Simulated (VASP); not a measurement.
# BaZrO3 (P-6m2) in VASP: further runs, part 2 of 3

VASP 6.6.1.

## 3. Relaxation of cell and atoms, PBE

This run uses another cell than the first one, of 23.24 Å³/atom, 0.991 times its volume.

Input file INCAR:

```
SYSTEM = BaZrO3
PREC = Accurate
ENCUT = 600
EDIFF = 1E-7
ISMEAR = 0
SIGMA = 0.1
LREAL = .FALSE.
LASPH = .TRUE.
NELM = 60
ALGO = Normal
ISIF = 3
LWAVE = .FALSE.
LCHARG = .FALSE.
GGA = PE
IBRION = 2
NSW = 100
EDIFFG = -0.01
```

Input file KPOINTS:

```
regular mesh
0
G
  12 12 6
  0 0 0
```

Input file POSCAR:

```
BaZrO3
1.0
    4.1516275921      0.0000000000      0.0000000000
   -2.0758137961      3.5954149618      0.0000000000
    0.0000000000      0.0000000000      7.7841847073
Ba Zr O
1 1 3
Direct
    0.0000000000      0.0000000000      0.5000000000
    0.3333333333      0.6666666667      0.0000000000
    0.6666666667      0.3333333333      0.5000000000
    0.3333333333      0.6666666667      0.7565393509
    0.3333333333      0.6666666667      0.2434606491
```

Potentials or basis: VASP PAW PBE potentials, release 64 (Ba_sv, Zr_sv, O).

Run with:

```
$ cat potpaw_PBE.64/Ba_sv/POTCAR potpaw_PBE.64/Zr_sv/POTCAR potpaw_PBE.64/O/POTCAR > POTCAR
$ mpirun -np 1 vasp_std > vasp.out
```

OUTCAR:

```text
SYSTEM = BaZrO3
   PREC = Accurate
   ENCUT = 600
   EDIFF = 1E-7
   ISMEAR = 0
   LREAL = .FALSE.
   LASPH = .TRUE.
   NELM = 60
   ISIF = 3
   GGA = PE
   IBRION = 2
   NSW = 100
   EDIFFG = -0.01

 ion  position               nearest neighbor table
   1  0.000  0.000  0.500-   3 2.40   3 2.40   3 2.40   5 3.12   4 3.12   4 3.12   5 3.12   4 3.12
                             5 3.12
   2  0.333  0.667  0.000-   4 1.90   5 1.90
   3  0.667  0.333  0.500-   1 2.40   1 2.40   1 2.40
   4  0.333  0.667  0.757-   2 1.90   1 3.12   1 3.12   1 3.12
   5  0.333  0.667  0.243-   2 1.90   1 3.12   1 3.12   1 3.12

  LATTYP: Found a hexagonal cell.
 ALAT       =     4.1516275921
 C/A-ratio  =     1.8749718116

  Lattice vectors:

 A1 = (   4.1516275921,   0.0000000000,   0.0000000000)
 A2 = (  -2.0758137961,   3.5954149618,   0.0000000000)
 A3 = (   0.0000000000,   0.0000000000,   7.7841847073)

Analysis of symmetry for initial positions (statically):
=====================================================================
 Subroutine PRICEL returns:
 Original cell was already a primitive cell.

 Routine SETGRP: Setting up the symmetry group for a
 hexagonal supercell.

 Subroutine GETGRP returns: Found 12 space group operations
 (whereof 12 operations were pure point group operations)
 out of a pool of 24 trial point group operations.

The static configuration has the point symmetry D_3h.

Analysis of symmetry for dynamics (positions and initial velocities):
=====================================================================
 Subroutine PRICEL returns:
 Original cell was already a primitive cell.

 Routine SETGRP: Setting up the symmetry group for a
 hexagonal supercell.

 Subroutine GETGRP returns: Found 12 space group operations
 (whereof 12 operations were pure point group operations)
 out of a pool of 24 trial point group operations.

The dynamic configuration has the point symmetry D_3h.

 Subroutine INISYM returns: Found 12 space group operations
 (whereof 12 operations are pure point group operations),
 and found     1 'primitive' translations

----------------------------------------------------------------------------------------

                                     Primitive cell

  volume of cell :     116.1932

  direct lattice vectors                    reciprocal lattice vectors
     4.151627592  0.000000000  0.000000000     0.240869389  0.139066006  0.000000000
    -2.075813796  3.595414962  0.000000000     0.000000000  0.278132013  0.000000000
     0.000000000  0.000000000  7.784184707     0.000000000  0.000000000  0.128465605

  length of vectors
     4.151627592  4.151627592  7.784184707     0.278132013  0.278132013  0.128465605

  position of ions in fractional coordinates (direct lattice)
     0.000000000  0.000000000  0.500000000
     0.333333333  0.666666667  0.000000000
     0.666666667  0.333333333  0.500000000
     0.333333333  0.666666667  0.756539351
     0.333333333  0.666666667  0.243460649

  ion indices of the primitive-cell ions
   primitive index   ion index
                 1           1
                 2           2
                 3           3
                 4           4
                 5           5

[... 52 lines left out ...]
 [... further k-points ...]
   k-points           NKPTS =     76   k-points in BZ     NKDIM =     76   number of bands    NBANDS=     24
   number of dos      NEDOS =    301   number of ions     NIONS =      5
   total plane-waves  NPLWV =  82944
   dimension x,y,z NGX =    36 NGY =   36 NGZ =   64
   dimension x,y,z NGXF=    72 NGYF=   72 NGZF=  128
   ions per type =               1   1   3
   NGX,Y,Z   is equivalent  to a cutoff of  14.42, 14.42, 13.67 a.u.
   NGXF,Y,Z  is equivalent  to a cutoff of  28.83, 28.83, 27.34 a.u.
 SYSTEM =  BaZrO3
   PREC   = accura    normal or accurate (medium, high low for compatibility)
   ISTART =      0    job   : 0-new  1-cont  2-samecut
   ICHARG =      2    charge: 1-file 2-atom 10-const
   ISPIN  =      1    spin polarized calculation?
   LNONCOLLINEAR =      F non collinear calculations
   LSORBIT =      F    spin-orbit coupling
   LASPH  =      T    aspherical Exc in radial PAW
   ENCUT  =  600.0 eV  44.10 Ry    6.64 a.u.   8.29  8.29 15.55*2*pi/ulx,y,z
   NELM   =     60;   NELMIN=  2; NELMDL= -5     # of ELM steps
   EDIFF  = 0.1E-06   stopping-criterion for ELM
   LREAL  =      F    real-space projection
   EDIFFG = -.1E-01   stopping-criterion for IOM
   NSW    =    100    number of steps for IOM
   IBRION =      2    ionic relax: 0-MD 1-quasi-New 2-CG
   NFREE  =      1    steps in history (QN), initial steepest desc. (CG)
   ISIF   =      3    stress and relaxation
   ISYM   =      2    0-nonsym 1-usesym 2-fastsym
   POTIM  = 0.5000    time-step for ionic-motion
   TEBEG  =    0.0;   TEEND  =   0.0 temperature during run
   PSTRESS=    0.0 pullay stress
   NELECT =      40.0000    total number of electrons
   NUPDOWN=      -1.0000    fix difference up-down
   EMIN   =  10.00;   EMAX   =-10.00  energy-range for DOS
   EFERMI =   0.00;   METHOD = LEGACY
   ISMEAR =     0;   SIGMA  =   0.10  broadening in eV -4-tet -1-fermi 0-gaus
   EFERMI_NEDOS =   21; number of points for ismear=-14 and -15
   IALGO  =     38    algorithm
   IMIX   =      4    mixing-type and parameters
     AMIX     =   0.40;   BMIX     =  1.00
     AMIX_MAG =   1.60;   BMIX_MAG =  1.00
  volume/ion in A,a.u.               =      23.24       156.82
  Fermi-wavevector in a.u.,A,eV,Ry     =   1.147364  2.168204 17.911318  1.316445
  Thomas-Fermi vector in A             =   2.284044
   LORBIT       =      0    0 simple, 1 ext, 2 COOP (PROOUT), +10 PAW based schemes
   GGA     = PE    functional components
   LHFCALC =     F    Hartree Fock is set to
   AEXX    =    0.0000 exact exchange contribution
   IVDW    =     0    specifies the selected vdW correction
   LEPSILON=     F    determine dielectric tensor
   LRPA    =     F    only Hartree local field effects (RPA)
 conjugate gradient relaxation of ions
 non-spin polarized calculation
 Gauss-broadening in eV      SIGMA  =   0.10
  energy-cutoff  :      600.00
  volume of cell :      116.19
 maximum number of plane-waves:      3903
 NGX is ok and might be reduce to    36
   NGX = 17   NGY = 17   NGZ = 31

--------------------------------------- Ionic step        1  -------------------------------------------

 number of electron      39.9999996 magnetization

 Free energy of the ion-electron system (eV)
  ---------------------------------------------------
  ext. energy  EPLUGINS =         0.00000000
  ---------------------------------------------------
  free energy    TOTEN  =       -32.20207376 eV

  energy without entropy =      -32.15705081  energy(sigma->0) =      -32.17956228

------------------------ aborting loop because EDIFF is reached ----------------------------------------

  FORCE on cell =-STRESS in cart. coord.  units (eV):
  Direction    XX          YY          ZZ          XY          YZ          ZX
  --------------------------------------------------------------------------------------
  -------------------------------------------------------------------------------------
  Total        1.0429132      1.0429132      0.6392774     -0.0000000      0.0000000     -0.0000000
  in kB       14.3806399     14.3806399      8.8149405     -0.0000000      0.0000000     -0.0000000
  external PRESSURE =      12.5254068 kB  Pullay stress =       0.0000000 kB
[... 104 lines left out ...]
--------------------------------------- Ionic step        4  -------------------------------------------

 number of electron      40.0000001 magnetization

 Free energy of the ion-electron system (eV)
  ---------------------------------------------------
  ext. energy  EPLUGINS =         0.00000000
  ---------------------------------------------------
  free energy    TOTEN  =       -32.21873662 eV

  energy without entropy =      -32.17305507  energy(sigma->0) =      -32.19589585

 E-fermi :   0.5901     XC(G=0):  -8.3885

 val. band max:        0.5821689389   @ k =   0.4167   0.0833   0.0000
 cond. band min:       0.5927564624   @ k =   0.4167   0.0833   0.1667
 fundamental gap:      0.0105875235
 Fermi energy:         0.5900858122

 k-point     1 :       0.0000    0.0000    0.0000
  band No.  band energies     occupation
      1     -48.4871      2.00000
      2     -26.7101      2.00000
      3     -26.7101      2.00000
      4     -26.5833      2.00000
      5     -24.0087      2.00000
      6     -15.7031      2.00000
[... 637 lines left out ...]
     23       2.5562      0.00000
     24       4.8628      0.00000

 [... further k-points ...]

------------------------ aborting loop because EDIFF is reached ----------------------------------------

  FORCE on cell =-STRESS in cart. coord.  units (eV):
  Direction    XX          YY          ZZ          XY          YZ          ZX
  --------------------------------------------------------------------------------------
  -------------------------------------------------------------------------------------
  Total        0.0280797      0.0280797     -0.0218755     -0.0000000     -0.0000000     -0.0000000
  in kB        0.3747496      0.3747496     -0.2919493     -0.0000000     -0.0000000     -0.0000000
  external PRESSURE =       0.1525167 kB  Pullay stress =       0.0000000 kB
[... 20 lines left out ...]
  FREE ENERGIE OF THE ION-ELECTRON SYSTEM (eV)
  ---------------------------------------------------
  free  energy   TOTEN  =       -32.2187366247 eV

  energy  without entropy=      -32.1730550671  energy(sigma->0) =      -32.19589585

 reached required accuracy - stopping structural energy minimisation
```

OSZICAR:

```text
N       E                     dE             d eps       ncg     rms          rms(c)
DAV:   1     0.375449341544E+03    0.37545E+03   -0.22325E+04  3648   0.171E+03
[... 55 lines left out ...]
DAV:   6    -0.322190624298E+02   -0.57283E-05   -0.78974E-03  4912   0.304E-01    0.313E-01
DAV:   7    -0.322187533067E+02    0.30912E-03   -0.40159E-03  5472   0.298E-01    0.629E-02
DAV:   8    -0.322187425494E+02    0.10757E-04   -0.32732E-04  4392   0.870E-02    0.292E-02
DAV:   9    -0.322187369523E+02    0.55971E-05   -0.27871E-05  4944   0.275E-02    0.760E-03
DAV:  10    -0.322187368653E+02    0.86961E-07   -0.60183E-06  4568   0.111E-02    0.403E-03
DAV:  11    -0.322187365611E+02    0.30418E-06   -0.99204E-07  5208   0.518E-03    0.129E-03
DAV:  12    -0.322187366247E+02   -0.63585E-07   -0.34700E-07  2840   0.201E-03
   4 F= -.32218737E+02 E0= -.32195896E+02  d E =-.668045E-02
```

CONTCAR:

```text
BaZrO3
   1.00000000000000
     4.2150126935715537   -0.0000000000008870   -0.0000000000000000
    -2.1075063468373081    3.6503080698957575    0.0000000000000000
    -0.0000000000000000    0.0000000000000000    7.8024944816300481
  Ba              Zr              O
     1     1     3
Direct
     0.0000000000000000    0.0000000000000000    0.5000000000000000
     0.3333333332999970    0.6666666667000030    0.0000000000000000
     0.6666666667000030    0.3333333332999970    0.5000000000000000
     0.3333333332999970    0.6666666667000030    0.7567461429544688
     0.3333333332999970    0.6666666667000030    0.2432538570455312

  0.00000000E+00  0.00000000E+00  0.00000000E+00
  0.00000000E+00  0.00000000E+00  0.00000000E+00
  0.00000000E+00  0.00000000E+00  0.00000000E+00
  0.00000000E+00  0.00000000E+00  0.00000000E+00
  0.00000000E+00  0.00000000E+00  0.00000000E+00
```

Run time: 8 min. Hardware: 1 thread of Intel Xeon 6975P-C (Granite Rapids), shared host; peak memory 0.48 GiB.

Results:

| Property | Result |
| --- | --- |
| Free energy | -32.2187 eV |
| Relaxed volume | 24.01 Å³/atom |
| Relaxed cell | a = 4.215 Å, b = 4.215 Å, c = 7.802 Å, α = 90.00°, β = 90.00°, γ = 120.00° |
| Space group after relaxing (to 0.05 Å) | P-6m2 (No. 187) |
| Energy gained by relaxing | 3.3 meV/atom |
| Ionic steps | 4 |
| Pressure after relaxing | 0.0 GPa |
| Largest force after relaxing | 0.004 eV/Å |
| Band gap on the k mesh | zero (band 20 reaches 1.02 eV, above the bottom of band 21 at 0.36 eV) |

Forces on the atoms (eV/Å):
```
Ba   0.000  0.000  0.000
Zr   0.000  0.000  0.000
O    0.000  0.000  0.000
O    0.000  0.000  0.004
O    0.000  0.000 -0.004
```

The path:
```
step  energy change (eV)  largest force (eV/Å)  pressure (GPa)  volume (Å³)
   1              0.0000                0.0944            1.25       116.19
   2             -0.0093                0.3996           -0.41       119.27
   3             -0.0100                0.2965           -0.07       118.61
   4             -0.0167                0.0040            0.02       120.05
```

Final structure:
```
Ba Zr O
1.0
     4.21501    0.00000    0.00000
    -2.10751    3.65031    0.00000
     0.00000    0.00000    7.80249
Ba Zr O
1 1 3
Cartesian
  0.0000 0.0000 3.9012
  0.0000 2.4335 0.0000
  2.1075 1.2168 3.9012
  0.0000 2.4335 5.9045
  0.0000 2.4335 1.8980
```

Caveat: spin-orbit coupling is left out, which moves the levels of the heavy elements.

## 4. Single point, PBE

This run uses another cell than the first one, of 18.66 Å³/atom, 0.796 times its volume.

Input file INCAR:

```
ALGO = Normal
EDIFF = 1E-6
ENCUT = 520
GGA = PE
ISIF = 2
ISMEAR = 0
LASPH = T
LCHARG = T
LELF = T
LREAL = F
LVHAR = T
LWAVE = F
NBANDS = 28
NELM = 80
PREC = Accurate
SIGMA = 0.1
```

Input file KPOINTS:

```
k-points
0
Gamma
  6 6 4
```

Input file POSCAR:

```
BaZrO3
1.0
    4.2527871500      0.0000000000      0.0000000000
   -2.1263935700      3.6830217100      0.0000000000
    0.0000000000      0.0000000000      5.9580028500
Ba Zr O
1 1 3
Direct
    0.0000000000      0.0000000000      0.5000000000
    0.3333333300      0.6666666700      0.0000000000
    0.6666666700      0.3333333300      0.5000000000
    0.3333333300      0.6666666700      0.7134099700
    0.3333333300      0.6666666700      0.2865900300
```

Run with:

```
$ cat potpaw_PBE.64/Ba_sv/POTCAR potpaw_PBE.64/Zr_sv/POTCAR potpaw_PBE.64/O/POTCAR > POTCAR
$ mpirun -np 1 vasp_std > vasp.out
```

Run time: 29 s. Hardware: 1 thread of Intel Xeon 6975P-C (Granite Rapids), shared host; peak memory 0.24 GiB.

The run converged. Its results:

```yaml
Free_energy: -29.5955 eV
Pressure: 25.9 GPa
Largest_force: 7.466 eV/Å
Band_gap_on_the_k_mesh: zero (band 20 reaches 3.15 eV, above the bottom of band 21 at 2.50 eV)
```

Forces in eV/Å, atoms in the order of the input:
```
Ba   0.000  0.000  0.000
Zr   0.000  0.000  0.000
O    0.000  0.000  0.000
O    0.000  0.000 -7.466
O    0.000  0.000  7.466
```

Stress tensor (GPa, compression positive):
```
 8.98  0.00  0.00
 0.00  8.98  0.00
 0.00  0.00 59.64
```

Levels at points of the mesh, in eV from the Fermi level:
```
           k point  band 16  band 17  band 18  band 19  band 20  band 21  band 22  band 23  band 24  band 25
(0.00, 0.00, 0.00)    -3.51    -2.12    -0.65    -0.23    -0.23     0.42     1.08     1.08     5.55     5.55
(0.50, 0.00, 0.00)    -2.47    -0.77    -0.67    -0.40    -0.19     0.37     1.83     2.35     3.29     5.09
(0.00, 0.00, 0.50)    -2.71    -1.68    -1.46    -0.76    -0.76    -0.25     0.97     0.97     3.71     5.44
(0.50, 0.00, 0.50)    -2.89    -1.50    -0.79    -0.41    -0.19     0.22     2.32     2.40     3.33     4.39
```

Caveat: spin-orbit coupling is left out, which moves the levels of the heavy elements; forces of over 1 eV/Å act on the atoms, so gaps and moduli don't describe the material at rest.

(Part 2 of 3 ends here.)
